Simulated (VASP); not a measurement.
# SnSe in VASP: notebook, part 3 of 3

VASP 6.6.1. The steps go on from the part before.

## Step 5: Electric field gradients, LDA (equal xy, yz and zx shear strains of -3 %)

INCAR reads:

```
SYSTEM = SnSe
PREC = Accurate
ENCUT = 400
EDIFF = 1E-8
ISMEAR = -1
SIGMA = 0.02
LREAL = .FALSE.
LASPH = .TRUE.
NELM = 120
ALGO = Normal
ISIF = 2
LWAVE = .FALSE.
LCHARG = .FALSE.
LEFG = .TRUE.
NBANDS = 17
GGA_COMPAT = .FALSE.
```

KPOINTS reads:

```
Automatic mesh
0
G
  9 9 9
  0 0 0
```

POSCAR reads:

```
SnSe
1.0
   -0.0903000000      2.9648500000      2.9648500000
    2.9648500000     -0.0903000000      2.9648500000
    2.9648500000      2.9648500000     -0.0903000000
Sn Se
1 1
Direct
    0.0000000000      0.0000000000      0.0000000000
    0.5000000000      0.5000000000      0.5000000000
```

Potentials or basis: VASP PAW LDA potentials, release 64 (Sn_d, Se).

Run with:

```
$ cat potpaw_LDA.64/Sn_d/POTCAR potpaw_LDA.64/Se/POTCAR > POTCAR
$ mpirun -np 1 vasp_std > vasp.out
```

OUTCAR:

```text
SYSTEM = SnSe
   PREC = Accurate
   ENCUT = 400
   EDIFF = 1E-8
   ISMEAR = -1
   LREAL = .FALSE.
   LASPH = .TRUE.
   NELM = 120
   ISIF = 2

 ion  position               nearest neighbor table
   1  0.000  0.000  0.000-   2 3.01   2 3.01   2 3.01   2 3.01   2 3.01   2 3.01
   2  0.500  0.500  0.500-   1 3.01   1 3.01   1 3.01   1 3.01   1 3.01   1 3.01

  LATTYP: Found a trigonal (rhomboedric) cell.
 ALAT       =     4.1939033292
 COS(alpha) =     0.4693254694

  Lattice vectors:

 A1 = (  -0.0903000000,   2.9648500000,   2.9648500000)
 A2 = (   2.9648500000,  -0.0903000000,   2.9648500000)
 A3 = (   2.9648500000,   2.9648500000,  -0.0903000000)

Analysis of symmetry for initial positions (statically):
=====================================================================
 Subroutine PRICEL returns:
 Original cell was already a primitive cell.

 Routine SETGRP: Setting up the symmetry group for a
 trigonal (rhombohedral) supercell.

 Subroutine GETGRP returns: Found 12 space group operations
 (whereof 12 operations were pure point group operations)
[... 668 lines left out ...]
     2.964850000 -0.090300000  2.964850000     0.166188881 -0.161127290  0.166188881
     2.964850000  2.964850000 -0.090300000     0.166188881  0.166188881 -0.161127290

 POSITION                                       TOTAL-FORCE (eV/Angst)
 -----------------------------------------------------------------------------------
      0.00000      0.00000      0.00000         0.000000     -0.000000      0.000000
      2.91970      2.91970      2.91970        -0.000000      0.000000     -0.000000
 -----------------------------------------------------------------------------------
    total drift:                               -0.000000      0.000000      0.000000

  FREE ENERGIE OF THE ION-ELECTRON SYSTEM (eV)
  ---------------------------------------------------
  free  energy   TOTEN  =        -9.4608982157 eV

  energy  without entropy=       -9.4608918266  energy(sigma->0) =       -9.46089502

 Electric field gradients (V/A^2)
---------------------------------------------------------------------
 ion       V_xx      V_yy      V_zz      V_xy      V_xz      V_yz
---------------------------------------------------------------------
   1      -0.000     0.000     0.000     0.496     0.496     0.496
   2       0.000    -0.000     0.000   -10.261   -10.261   -10.261
---------------------------------------------------------------------

 Electric field gradients after diagonalization (V/A^2)
 (convention: |V_zz| > |V_xx| > |V_yy|)
----------------------------------------------------------------------
 ion       V_xx      V_yy      V_zz     asymmetry (V_yy - V_xx)/ V_zz
----------------------------------------------------------------------
   1      -0.496    -0.496     0.991       0.000
   2      10.261    10.261   -20.522       0.000
----------------------------------------------------------------------

           NMR quadrupolar parameters

 Cq : quadrupolar parameter    Cq=e*Q*V_zz/h
 eta: asymmetry parameters     (V_yy - V_xx)/ V_zz
 Q  : nuclear electric quadrupole moment in mb (millibarn)
----------------------------------------------------------------------
 ion       Cq(MHz)       eta       Q (mb)
----------------------------------------------------------------------
   1       0.002       0.000       1.000
   2      -0.050       0.000       1.000
----------------------------------------------------------------------
```

OSZICAR:

```text
N       E                     dE             d eps       ncg     rms          rms(c)
DAV:   1     0.120005159738E+03    0.12001E+03   -0.84723E+03  2943   0.122E+03
DAV:   2     0.152610370799E+01   -0.11848E+03   -0.11482E+03  3126   0.307E+02
DAV:   3    -0.937816180529E+01   -0.10904E+02   -0.10827E+02  3528   0.871E+01
DAV:   4    -0.964983887944E+01   -0.27168E+00   -0.27150E+00  3458   0.148E+01
DAV:   5    -0.965775820345E+01   -0.79193E-02   -0.79189E-02  4179   0.241E+00    0.313E+00
DAV:   6    -0.946866400392E+01    0.18909E+00   -0.47473E-01  4221   0.400E+00    0.186E+00
DAV:   7    -0.946253852229E+01    0.61255E-02   -0.66875E-02  3426   0.114E+00    0.910E-01
DAV:   8    -0.946111492796E+01    0.14236E-02   -0.70554E-03  3478   0.699E-01    0.931E-02
DAV:   9    -0.946088971381E+01    0.22521E-03   -0.13843E-03  4172   0.265E-01    0.420E-02
DAV:  10    -0.946089766259E+01   -0.79488E-05   -0.97615E-05  3342   0.566E-02    0.832E-03
DAV:  11    -0.946089824137E+01   -0.57879E-06   -0.49183E-06  3869   0.153E-02    0.263E-03
DAV:  12    -0.946089821377E+01    0.27600E-07   -0.38115E-07  3797   0.896E-03    0.663E-04
DAV:  13    -0.946089821573E+01   -0.19572E-08   -0.32019E-08  3411   0.105E-03
   1 F= -.94608982E+01 E0= -.94608950E+01  d E =-.638916E-05
```

Run time: 46 s. Hardware: 1 thread of Intel Xeon Platinum 8259CL at 2.50GHz (Skylake/Cascade Lake), shared host; peak memory 0.17 GiB.

Results:

```
Free energy            : -9.4609 eV
Pressure               : -3.2 GPa
Band gap on the k mesh : 0.28 eV, indirect (least direct gap 0.54 eV)
```

Stress tensor (GPa, compression positive):
```
-3.21  0.57  0.57
 0.57 -3.21  0.57
 0.57  0.57 -3.21
```

Electric field gradients, principal values (V/Å²):
```
atom   least  middle  greatest (by size)
1 Sn  -0.496  -0.496               0.991
2 Se  10.261  10.261             -20.522
```

Caveat: the cell differs from its parent crystal (equal xy, yz and zx shear strains of -3 %); without QUAD_EFG the Cq values of the log hold for a quadrupole moment of 1 mb, not for the nuclei; spin-orbit coupling is left out, which moves the levels of the heavy elements. A k mesh can miss the band edges.

## Step 6: The runs side by side

| task | cell | cutoff (eV) | k mesh for the DOS | occupations for the DOS | gap on the mesh (eV) | pressure (GPa) |
| --- | --- | --- | --- | --- | --- | --- |
| electric field gradients | a = 4.313 Å, angles 60.0°, 2 atoms | 520 | - | - | - | -4.8 |
| density of states | a = 4.257 Å, angles 60.0°, 2 atoms | 520 | 14 × 14 × 14 | tetrahedron | - | - |
| electric field gradients | a = 4.322 Å, angles 58.0°, 2 atoms | 400 | - | - | 0.26 | -3.2 |
| electric field gradients | a = 4.194 Å, angles 62.0°, 2 atoms | 400 | - | - | 0.28 | -3.2 |

Alike in all rows: level LDA; potentials or basis VASP PAW LDA potentials, release 64 (Sn_d, Se); no spin polarisation; k mesh 9 × 9 × 9; smearing fermi-dirac 0.02 eV.

Caveats: spin-orbit coupling is left out, which moves the levels of the heavy elements.

Absolute energies hang on the potentials; compare differences alone.
